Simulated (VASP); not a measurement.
A run of VASP 6.6.1:

Contents of INCAR:

```
  ALGO = Fast
  EDIFF = 1E-6
  ENCUT = 520
  GGA = PE
  GGA_COMPAT = F
  ISIF = 2
  ISMEAR = 0
  LASPH = T
  LCHARG = F
  LMAXMIX = 4
  LORBIT = 11
  LORBMOM = T
  LREAL = F
  LSORBIT = T
  LWAVE = F
  MAGMOM = 0 0 0 0 0 0
  NBANDS = 35
  NELM = 150
  PREC = Accurate
  SIGMA = 0.05
```

The input KPOINTS:

```
k-points
0
Gamma
  10 10 10
```

Contents of POSCAR:

```
ZnAu
1.0
    3.2003612232      0.0000000000      0.0000000000
    0.0000000000      3.2003612232      0.0000000000
    0.0000000000      0.0000000000      3.2003612232
Zn Au
1 1
Direct
    0.5000000000      0.5000000000      0.5000000000
    0.0000000000      0.0000000000      0.0000000000
```

Potentials or basis: VASP PAW PBE potentials, release 64 (Zn, Au).

The run is started by

```bash
$ cat potpaw_PBE.64/Zn/POTCAR potpaw_PBE.64/Au/POTCAR > POTCAR
$ mpirun -np 1 vasp_ncl > vasp.out
```

Hardware: 1 thread of Intel(R) Xeon(R) 6975P-C (Granite Rapids), with other jobs on the host.

Q: Estimate the wall time of this run.

A: It took 48 s on 1 thread of Intel(R) Xeon(R) 6975P-C (Granite Rapids) (shared host), peak memory 0.25 GiB. Counts: scf iterations 13, k points 56.
